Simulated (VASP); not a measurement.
Write the native input for VASP 6.6.1 that does the following.

| Property | Result |
| --- | --- |
| Task | relaxation of cell and atoms |
| Functional | PBE |
| Potentials or basis | VASP PAW PBE potentials, release 64 (Ir) |
| Cutoff | 600 eV |
| k mesh | 18 × 18 × 18 |
| Occupations | fermi-dirac, width 0.1 eV |
| Spin | no spin polarisation |
| Dipole correction | no |
| Further INCAR settings | ALGO = Normal; EDIFF = 1e-06; IBRION = 2; EDIFFG = -0.03; NSW = 60; ISIF = 3 |

The structure of Ir lies in POSCAR:

```
Ir
1.0
    1.5558163964      1.5558163964      1.5558163964
   -1.5558163964      1.5558163964      1.5558163964
   -1.5558163964     -1.5558163964      1.5558163964
Ir
1
Direct
    0.0000000000      0.0000000000      0.0000000000
```

One way to write it, as run:

INCAR

```
  PREC = Accurate
  ENCUT = 600
  EDIFF = 1E-6
  ISMEAR = -1
  SIGMA = 0.1
  LREAL = False
  LASPH = True
  NELM = 80
  ALGO = Normal
  ISIF = 3
  LWAVE = False
  LCHARG = False
  GGA = PE
  IBRION = 2
  NSW = 60
  EDIFFG = -0.03
```

KPOINTS

```
regular mesh
0
Gamma
  18 18 18
```

Potentials or basis: VASP PAW PBE potentials, release 64 (Ir).

Command:

```bash
$ cat potpaw_PBE.64/Ir/POTCAR > POTCAR
$ mpirun -np 1 vasp_std > vasp.out
```

It gave:

| Quantity | Value |
| --- | --- |
| Relaxed volume | 15.10 Å³/atom |
| Relaxed cell | a = 2.697 Å, b = 2.697 Å, c = 2.697 Å, α = 70.53°, β = 109.47°, γ = 70.53° |
| Space group after relaxing (to 0.05 Å) | Im-3m (No. 229) |
| Energy gained by relaxing | 0.1 meV/atom |
| Ionic steps | 3 |
| Pressure after relaxing | 0.0 GPa |

Wall time 18 s on 1 thread of Intel(R) Xeon(R) 6975P-C (Granite Rapids) (shared host), peak memory 0.17 GiB.
